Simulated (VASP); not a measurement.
# MgO (Fm-3m) in VASP: a series of runs, part 2 of 2

VASP 6.6.1. The steps go on from the part before.

**4. Single point, PBEsol (volume scaled by 1.06)**

Input file INCAR:

```
PREC     = Accurate       # precision mode
ENCUT    = 520            # plane-wave cutoff, eV
EDIFF    = 1E-6           # SCF threshold, eV
ISMEAR   = 0              # smearing method
SIGMA    = 0.02           # smearing width, eV
LREAL    = F              # projectors in reciprocal space
LASPH    = T              # aspherical terms in the spheres
NELM     = 80             # most SCF steps
ALGO     = Normal         # electronic algorithm
ISIF     = 2              # what is computed and relaxed
LWAVE    = F              # write WAVECAR
LCHARG   = F              # write CHGCAR
GGA      = PS             # functional
NBANDS   = 11             # bands
```

Input file KPOINTS:

```
regular mesh
0
Gamma
  10 10 10
```

Input file POSCAR:

```
MgO
1.0
    0.0000000000      2.1484562247      2.1484562247
    2.1484562247      0.0000000000      2.1484562247
    2.1484562247      2.1484562247      0.0000000000
Mg O
1 1
Direct
    0.0000000000      0.0000000000      0.0000000000
    0.5000000000      0.5000000000      0.5000000000
```

Launch:

```bash
$ cat potpaw_PBE.64/Mg/POTCAR potpaw_PBE.64/O/POTCAR > POTCAR
$ mpirun -np 1 vasp_std > vasp.out
```

Wall time 7.1 s (1 thread of AMD EPYC 7R13 (Zen 3), shared host); peak memory 0.11 GiB.

Results (log left out):

| Quantity | Value |
| --- | --- |
| Free energy | -12.4801 eV |
| Pressure | -8.7 GPa |
| Band gap on the k mesh | 4.08 eV, direct |

Levels at points of the mesh, in eV from the valence-band top:
| k point | band 1 | band 2 | band 3 | band 4 | band 5 | band 6 | band 7 | band 8 | band 9 |
| --- | --- | --- | --- | --- | --- | --- | --- | --- | --- |
| (0.00, 0.00, 0.00) | -16.91 | 0.00 | 0.00 | 0.00 | 4.08 | 15.30 | 15.30 | 15.30 | 18.99 |
| (0.50, 0.00, 0.00) | -15.74 | -4.42 | -0.60 | -0.60 | 7.38 | 11.84 | 15.58 | 15.58 | 19.89 |
| (0.50, 0.50, 0.00) | -15.50 | -3.90 | -1.28 | -1.28 | 8.85 | 9.25 | 12.36 | 17.96 | 17.96 |

Caveat: the cell differs from its parent crystal (volume scaled by 1.06); the PAW data sets were made with another functional, which shifts forces and pressure a little.

**5. Relaxation of cell and atoms, PBEsol**

Input file INCAR:

```
SYSTEM = MgO
PREC = Accurate
ENCUT = 600
EDIFF = 1E-6
ISMEAR = 0
SIGMA = 0.02
LREAL = .FALSE.
LASPH = .TRUE.
NELM = 100
ALGO = Normal
ISIF = 3
LWAVE = .FALSE.
LCHARG = .FALSE.
GGA = PS
IBRION = 2
NSW = 100
EDIFFG = -0.005
```

Input file KPOINTS:

```
Automatic mesh
0
G
  10 10 10
  0 0 0
```

Input file POSCAR:

```
MgO
1.0
    0.0000000000      2.1085000000      2.1085000000
    2.1085000000      0.0000000000      2.1085000000
    2.1085000000      2.1085000000      0.0000000000
Mg O
1 1
Direct
    0.0000000000      0.0000000000      0.0000000000
    0.5000000000      0.5000000000      0.5000000000
```

Potentials or basis: VASP PAW PBE potentials, release 64 (Mg, O).

Launch:

```bash
$ cat potpaw_PBE.64/Mg/POTCAR potpaw_PBE.64/O/POTCAR > POTCAR
$ mpirun -np 1 vasp_std > vasp.out
```

OUTCAR:

```text
SYSTEM = MgO
   PREC = Accurate
   ENCUT = 600
   EDIFF = 1E-6
   ISMEAR = 0
   LREAL = .FALSE.
   LASPH = .TRUE.
   NELM = 100
   ISIF = 3
   GGA = PS
   IBRION = 2
   NSW = 100
   EDIFFG = -0.005

 ion  position               nearest neighbor table
   1  0.000  0.000  0.000-   2 2.11   2 2.11   2 2.11   2 2.11   2 2.11   2 2.11
   2  0.500  0.500  0.500-   1 2.11   1 2.11   1 2.11   1 2.11   1 2.11   1 2.11

  LATTYP: Found a face centered cubic cell.
 ALAT       =     4.2170000000

  Lattice vectors:

 A1 = (   0.0000000000,   2.1085000000,   2.1085000000)
 A2 = (   2.1085000000,   0.0000000000,   2.1085000000)
 A3 = (   2.1085000000,   2.1085000000,   0.0000000000)

Analysis of symmetry for initial positions (statically):
=====================================================================
[... 259 lines left out ...]
 fundamental gap:      4.6648884378
 Fermi energy:         3.2761383985

 k-point     1 :       0.0000    0.0000    0.0000
  band No.  band energies     occupation
      1     -14.1326      2.00000
      2       3.0880      2.00000
      3       3.0880      2.00000
      4       3.0880      2.00000
      5       7.7529      0.00000
      6      18.7391      0.00000
      7      18.7391      0.00000
      8      18.7391      0.00000
[... 243 lines left out ...]
 k-point    24 :       0.4000    0.3000    0.0000
  band No.  band energies     occupation
      1     -12.8601      2.00000
      2      -0.5489      2.00000
      3       1.7605      2.00000
      4       1.9849      2.00000
      5      12.5821      0.00000
      6      13.1076      0.00000
      7      16.6005      0.00000
      8      21.1725      0.00000

 [... further k-points ...]

------------------------ aborting loop because EDIFF is reached ----------------------------------------

  FORCE on cell =-STRESS in cart. coord.  units (eV):
  Direction    XX          YY          ZZ          XY          YZ          ZX
  --------------------------------------------------------------------------------------
  -------------------------------------------------------------------------------------
  Total        0.0001367      0.0001367      0.0001367      0.0000000      0.0000000     -0.0000000
  in kB        0.0117561      0.0117561      0.0117561      0.0000000      0.0000000     -0.0000000
  external PRESSURE =       0.0117561 kB  Pullay stress =       0.0000000 kB
[... 17 lines left out ...]
  FREE ENERGIE OF THE ION-ELECTRON SYSTEM (eV)
  ---------------------------------------------------
  free  energy   TOTEN  =       -12.5157347776 eV

  energy  without entropy=      -12.5157347776  energy(sigma->0) =      -12.51573478

 reached required accuracy - stopping structural energy minimisation
```

OSZICAR:

```text
N       E                     dE             d eps       ncg     rms          rms(c)
DAV:   1     0.187166886931E+02    0.18717E+02   -0.52143E+03   840   0.101E+03
DAV:   2    -0.133950170754E+02   -0.32112E+02   -0.30961E+02   944   0.157E+02
DAV:   3    -0.138979208814E+02   -0.50290E+00   -0.50290E+00   952   0.221E+01
[... 17 lines left out ...]
DAV:   1    -0.125160335086E+02   -0.34924E-03   -0.64328E-03   768   0.825E-01    0.130E-01
DAV:   2    -0.125157383148E+02    0.29519E-03   -0.21263E-03   752   0.342E-01    0.126E-02
DAV:   3    -0.125157368396E+02    0.14752E-05   -0.17651E-05   848   0.521E-02    0.779E-03
DAV:   4    -0.125157349587E+02    0.18808E-05   -0.15305E-06   400   0.132E-02    0.167E-03
DAV:   5    -0.125157347776E+02    0.18116E-06   -0.17515E-07   424   0.349E-03
   3 F= -.12515735E+02 E0= -.12515735E+02  d E =-.398530E-03
```

It took 10 s on 1 thread of AMD EPYC 7R13 (Zen 3), shared host; peak memory 0.12 GiB.

Results:

```
Free energy                            : -12.5157 eV
Relaxed volume                         : 9.31 Å³/atom
Relaxed cell                           : a = 2.975 Å, b = 2.975 Å, c = 2.975 Å, α = 60.00°, β = 60.00°, γ = 60.00°
Space group after relaxing (to 0.05 Å) : Fm-3m (No. 225)
Energy gained by relaxing              : 0.2 meV/atom
Ionic steps                            : 3
Pressure after relaxing                : 0.0 GPa
Band gap on the k mesh                 : 4.66 eV, direct
```

The path:
```tsv
step	energy change (eV)	largest force (eV/Å)	pressure (GPa)	volume (Å³)
1	0.0000	0.0000	-1.05	18.75
2	-0.0003	0.0000	0.38	18.58
3	-0.0004	0.0000	0.00	18.63
```

Final structure:
```
Mg O
1.0
     0.00000    2.10392    2.10392
     2.10392    0.00000    2.10392
     2.10392    2.10392    0.00000
Mg O
1 1
Cartesian
  0.0000 0.0000 0.0000
  2.1039 2.1039 2.1039
```

Levels at points of the mesh, in eV from the valence-band top:
| k point | band 1 | band 2 | band 3 | band 4 | band 5 | band 6 | band 7 | band 8 |
| --- | --- | --- | --- | --- | --- | --- | --- | --- |
| (0.00, 0.00, 0.00) | -17.22 | 0.00 | 0.00 | 0.00 | 4.66 | 15.65 | 15.65 | 15.65 |
| (0.50, 0.00, 0.00) | -15.90 | -4.69 | -0.67 | -0.67 | 7.77 | 12.54 | 16.21 | 16.21 |
| (0.50, 0.50, 0.00) | -15.63 | -4.16 | -1.37 | -1.37 | 8.93 | 9.91 | 13.00 | 18.89 |

Caveat: the PAW data sets were made with another functional, which shifts forces and pressure a little. A hybrid or GW would open this gap; PBEsol tends to underestimate it.

**6. Single point, PBEsol (volume scaled by 0.88)**

Input file INCAR:

```
PREC = Accurate
ENCUT = 520
EDIFF = 1E-6
ISMEAR = 0
SIGMA = 0.02
LREAL = False
LASPH = True
NELM = 100
ALGO = Normal
ISIF = 2
LWAVE = False
LCHARG = False
GGA = PS
NBANDS = 11
```

Input file KPOINTS:

```
regular mesh
0
Gamma
  10 10 10
```

Input file POSCAR:

```
MgO
1.0
    0.0000000000      2.0192283955      2.0192283955
    2.0192283955      0.0000000000      2.0192283955
    2.0192283955      2.0192283955      0.0000000000
Mg O
1 1
Direct
    0.0000000000      0.0000000000      0.0000000000
    0.5000000000      0.5000000000      0.5000000000
```

Potentials or basis: VASP PAW PBE potentials, release 64 (Mg, O).

Launch:

```bash
$ cat potpaw_PBE.64/Mg/POTCAR potpaw_PBE.64/O/POTCAR > POTCAR
$ mpirun -np 1 vasp_std > vasp.out
```

It took 26 s on 1 thread of AMD EPYC 7R13, shared host; peak memory 0.11 GiB.

The run converged. Its results:

```
Free energy            : -12.3501 eV
Pressure               : 26.0 GPa
Band gap on the k mesh : 5.96 eV, direct
```

Levels at points of the mesh, in eV from the valence-band top:
| k point | band 1 | band 2 | band 3 | band 4 | band 5 | band 6 | band 7 | band 8 | band 9 |
| --- | --- | --- | --- | --- | --- | --- | --- | --- | --- |
| (0.00, 0.00, 0.00) | -17.91 | 0.00 | 0.00 | 0.00 | 5.96 | 16.32 | 16.32 | 16.32 | 20.51 |
| (0.50, 0.00, 0.00) | -16.24 | -5.28 | -0.82 | -0.82 | 8.56 | 13.96 | 17.50 | 17.50 | 22.76 |
| (0.50, 0.50, 0.00) | -15.94 | -4.69 | -1.55 | -1.55 | 9.02 | 11.31 | 14.37 | 20.84 | 20.84 |

Caveat: the cell differs from its parent crystal (volume scaled by 0.88); the PAW data sets were made with another functional, which shifts forces and pressure a little.

**7. Overview**

```tsv
task	cell	cutoff (eV)	gap on the mesh (eV)	pressure (GPa)
single point	a = 2.980 Å, angles 60.0°, 2 atoms	520	4.62	-0.5
single point	a = 3.009 Å, angles 60.0°, 2 atoms	520	4.34	-4.9
single point	a = 3.038 Å, angles 60.0°, 2 atoms	520	4.08	-8.7
relaxation of cell and atoms	relaxed from a = 2.982 Å, angles 60.0°, 2 atoms	600	4.66	0.0
single point	a = 2.856 Å, angles 60.0°, 2 atoms	520	5.96	26.0
```

Alike in all rows: level PBEsol; potentials or basis VASP PAW PBE potentials, release 64 (Mg, O); no spin polarisation; k mesh 10 × 10 × 10; smearing gaussian 0.02 eV.

Caveats: the PAW data sets were made with another functional, which shifts forces and pressure a little.

Absolute energies hang on the potentials; compare differences alone.

**8. How close it comes**

Step 2. A measured gap of MgO is 7.83 eV (quoted in “Electronic structure of alkaline earth and post-transition metal oxides”, 2009, arxiv:0908.1581); the calculated 4.62 eV misses it by -3.21 eV. The value is that of PBEsol, without temperature or zero-point motion. Semilocal functionals fall short of measured gaps as a rule.
